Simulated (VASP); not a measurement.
BaTa3O2, 6 atoms in the cell. The structure is orthorhombic, space group Cmmm (No. 65). Conventional cell: a = 5.868 Å, b = 13.029 Å, c = 2.879 Å, α = 90.00°, β = 90.00°, γ = 90.00°. Within 4.1 Å of Ba (site symmetry mmm) lie 2 Ba at 2.88 Å and 10 Ta at 3.27 to 4.01 Å and 8 O at 3.85 Å. Ta (site symmetry m2m) has 4 O at 2.19 Å and 4 Ta at 2.88 to 2.89 Å within 2.9 Å. Ta (site symmetry mmm) has 6 Ta at 2.88 to 2.89 Å and 4 Ba at 3.27 Å and 4 O at 3.57 Å within 3.8 Å. Within 3.0 Å of O (site symmetry 2/m) lie 4 Ta at 2.19 Å and 4 O at 2.88 to 2.93 Å. The cell was built from a structure type or drawn by symmetry, and may not be a known phase.

- Program: VASP 6.6.1
- Task: relaxation of cell and atoms
- Functional: PBE
- Potentials or basis: VASP PAW PBE potentials, release 64 (Ba_sv, Ta_pv, O)
- Cutoff: 600 eV
- k mesh: 8 × 8 × 14
- Occupations: gaussian, width 0.1 eV
- Spin: no spin polarisation
- Dipole correction: no
- Further INCAR settings: ALGO = Fast; EDIFF = 1e-06; IBRION = 2; EDIFFG = -0.01; NSW = 100; ISIF = 3

Potentials or basis: VASP PAW PBE potentials, release 64 (Ba_sv, Ta_pv, O).

Run with:

```bash
$ cat potpaw_PBE.64/Ba_sv/POTCAR potpaw_PBE.64/Ta_pv/POTCAR potpaw_PBE.64/O/POTCAR > POTCAR
$ mpirun -np 1 vasp_std > vasp.out
```

Hardware: 1 thread of Oxide Virtual Turin-like Processor (shared host).

Estimate the wall time of this run.

Wall time 2 h on 1 thread of Oxide Virtual Turin-like Processor, with other jobs on the host, peak memory 0.77 GiB. Counts: scf iterations 71, k points 168, ion steps 7.
